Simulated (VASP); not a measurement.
# YbB2 (P6/mmm) in VASP: further runs, part 2 of 2

VASP 6.6.1. Earlier steps stand in the parts before.

## (4) Single point, PBE, collinear spin, ferromagnetic start

File INCAR:

```
PREC = Accurate ; ENCUT = 520
EDIFF = 1E-6 ; ISMEAR = -1
SIGMA = 0.05 ; LREAL = False
LASPH = True ; NELM = 150
ALGO = Normal ; ISIF = 2
LWAVE = False ; LCHARG = False
ISPIN = 2 ; MAGMOM = 2 0 0
LORBIT = 11 ; NUPDOWN = 2.0
LMAXMIX = 6 ; GGA = PE
NBANDS = 26
```

File KPOINTS:

```
Automatic mesh
0
Gamma
  8 8 6
```

File POSCAR:

```
YbB2
1.0
    3.2503000000      0.0000000000      0.0000000000
   -1.6251500000      2.8148423699      0.0000000000
    0.0000000000      0.0000000000      3.7315000000
Yb B
1 2
Direct
    0.0000000000      0.0000000000      0.0000000000
    0.6666666667      0.3333333333      0.5000000000
    0.3333333333      0.6666666667      0.5000000000
```

Potentials or basis: VASP PAW PBE potentials, release 64 (Yb, B).

On the command line:

```
$ cat potpaw_PBE.64/Yb/POTCAR potpaw_PBE.64/B/POTCAR > POTCAR
$ mpirun -np 1 vasp_std > vasp.out
```

OUTCAR:

```text
PREC = Accurate
   ENCUT = 520
   EDIFF = 1E-6
   ISMEAR = -1
   LREAL = False
   LASPH = True
   NELM = 150
   ISIF = 2
   ISPIN = 2
   LORBIT = 11
   NUPDOWN = 2.0
   GGA = PE

 ion  position               nearest neighbor table
   1  0.000  0.000  0.000-   2 2.65   3 2.65   2 2.65   3 2.65   3 2.65   3 2.65   2 2.65   2 2.65
                             2 2.65   2 2.65   3 2.65   3 2.65
   2  0.667  0.333  0.500-   3 1.88   3 1.88   3 1.88   1 2.65   1 2.65   1 2.65   1 2.65   1 2.65
                             1 2.65
   3  0.333  0.667  0.500-   2 1.88   2 1.88   2 1.88   1 2.65   1 2.65   1 2.65   1 2.65   1 2.65
                             1 2.65

  LATTYP: Found a hexagonal cell.
 ALAT       =     3.2503000000
 C/A-ratio  =     1.1480478725

  Lattice vectors:

 A1 = (   3.2503000000,   0.0000000000,   0.0000000000)
 A2 = (  -1.6251500000,   2.8148423699,   0.0000000000)
 A3 = (   0.0000000000,   0.0000000000,   3.7315000000)

Analysis of symmetry for initial positions (statically):
=====================================================================
 Subroutine PRICEL returns:
 Original cell was already a primitive cell.

 Routine SETGRP: Setting up the symmetry group for a
 hexagonal supercell.

 Subroutine GETGRP returns: Found 24 space group operations
 (whereof 24 operations were pure point group operations)
 out of a pool of 24 trial point group operations.

The static configuration has the point symmetry D_6h.

Analysis of symmetry for dynamics (positions and initial velocities):
=====================================================================
 Subroutine PRICEL returns:
 Original cell was already a primitive cell.

 Routine SETGRP: Setting up the symmetry group for a
 hexagonal supercell.

 Subroutine GETGRP returns: Found 24 space group operations
 (whereof 24 operations were pure point group operations)
[... 154 lines left out ...]

 number of electron      30.0000000 magnetization       2.0000000

 Free energy of the ion-electron system (eV)
  ---------------------------------------------------
  ext. energy  EPLUGINS =         0.00000000
  ---------------------------------------------------
  free energy    TOTEN  =       -17.22908851 eV

  energy without entropy =      -17.18486986  energy(sigma->0) =      -17.20697918

 E-fermi :   3.4488     XC(G=0): -12.3121

 val. band max:        6.4283643391   @ k =   0.1250   0.0000   0.5000
 cond. band min:       3.4520727491   @ k =   0.1250   0.1250   0.3333
 fundamental gap:     -2.9762915900
 Fermi energy:         6.4480895717

 spin component 1

 k-point     1 :       0.0000    0.0000    0.0000
  band No.  band energies     occupation
      1     -47.4519      1.00000
      2     -19.5206      1.00000
      3     -19.0712      1.00000
      4     -19.0712      1.00000
      5      -7.3022      1.00000
      6       1.9499      1.00000
[... 685 lines left out ...]
     25      17.3607      0.00000
     26      18.4567      0.00000

 [... further k-points ...]

 spin component 2

 k-point     1 :       0.0000    0.0000    0.0000
  band No.  band energies     occupation
      1     -47.0715      1.00000
      2     -19.1653      1.00000
      3     -18.6879      1.00000
      4     -18.6879      1.00000
      5      -6.7280      1.00000
      6       2.6543      1.00000
[... 685 lines left out ...]
     25      17.9122      0.00000
     26      19.3687      0.00000

 [... further k-points ...]
[... 5 lines left out ...]
  --------------------------------------------------------------------------------------
  -------------------------------------------------------------------------------------
  Total       28.0306582     28.0306582     30.7212812      0.0000000      0.0000000     -0.0000000
  in kB     1315.4759280   1315.4759279   1441.7465872      0.0000000      0.0000000     -0.0000000
  external PRESSURE =    1357.5661477 kB  Pullay stress =       0.0000000 kB

 VOLUME and BASIS-vectors are now :
 -----------------------------------------------------------------------------
  energy-cutoff  :      520.00
  volume of cell :       34.14
      direct lattice vectors                 reciprocal lattice vectors
     3.250300000  0.000000000  0.000000000     0.307663908  0.177629840  0.000000000
    -1.625150000  2.814842370  0.000000000     0.000000000  0.355259680  0.000000000
     0.000000000  0.000000000  3.731500000     0.000000000  0.000000000  0.267988744

 POSITION                                       TOTAL-FORCE (eV/Angst)
 -----------------------------------------------------------------------------------
      0.00000      0.00000      0.00000         0.000000      0.000000      0.000000
      1.62515      0.93828      1.86575         0.000000     -0.000000      0.000000
     -0.00000      1.87656      1.86575        -0.000000      0.000000      0.000000
 -----------------------------------------------------------------------------------
    total drift:                                0.000000      0.000000     -0.000000

  FREE ENERGIE OF THE ION-ELECTRON SYSTEM (eV)
  ---------------------------------------------------
  free  energy   TOTEN  =       -17.2290885103 eV

  energy  without entropy=      -17.1848698583  energy(sigma->0) =      -17.20697918

 total charge

# of ion       s       p       d       f       tot
--------------------------------------------------
    1        2.183   6.119   0.801  13.298  22.401
    2        0.666   1.122   0.000   0.000   1.788
    3        0.666   1.122   0.000   0.000   1.788
--------------------------------------------------
tot          3.515   8.362   0.801  13.298  25.977

 magnetization (x)

# of ion       s       p       d       f       tot
--------------------------------------------------
    1        0.009   0.078   0.342   0.617   1.046
    2        0.006   0.174   0.000   0.000   0.180
    3        0.006   0.174   0.000   0.000   0.180
--------------------------------------------------
tot          0.021   0.426   0.342   0.617   1.406
```

stdout:

```text
POSCAR found type information on POSCAR YbB
 POSCAR found :  2 types and       3 ions
 scaLAPACK will be used
 LDA part: xc-table for (Slater+PW92), standard interpolation
 POSCAR, INCAR and KPOINTS ok, starting setup
 FFT: planning ... GRIDC
 FFT: planning ... GRID_SOFT
 FFT: planning ... GRID
 WAVECAR not read
 entering main loop
```

Run time: 48 s. Hardware: 1 thread of Intel Xeon 6975P-C (Granite Rapids), shared host; peak memory 0.2 GiB.

Results:

| Quantity | Value |
| --- | --- |
| Free energy | -17.2291 eV |
| Pressure | 135.8 GPa |
| Net moment | 2.00 μB per cell |
| Site moments | Yb +1.05; B +0.18 μB |
| Valence electrons inside the program's atomic spheres | Yb 22.40; B 1.79 |

Caveat: the stress differs along the axes, from 132 to 144 GPa; spin-orbit coupling is left out, which moves the levels of the heavy elements; the total moment is fixed, so each spin has its own Fermi level and the state may be an excited one. The state reached can hang on the start; a lower one may exist.

## (5) The runs side by side

```tsv
fixed moment (μB)	pressure (GPa)	moment (μB)
1.2	2.2	1.20
1.5	1.6	1.50
2.0	135.8	2.00
```

Alike in all rows: task single point; level PBE; potentials or basis VASP PAW PBE potentials, release 64 (Yb, B); spin collinear, ferromagnetic start; cell as given; k mesh 8 × 8 × 6; cutoff (eV) 520; smearing fermi-dirac 0.05 eV.

Caveats: spin-orbit coupling is left out, which moves the levels of the heavy elements; the total moment is fixed, so each spin has its own Fermi level and the state may be an excited one; the stress differs along the axes, from -1 to 8 GPa (at least some runs); the stress differs along the axes, from 132 to 144 GPa (at least some runs).

Total energies depend on the potentials used, so only differences within one code and one set of settings carry meaning.
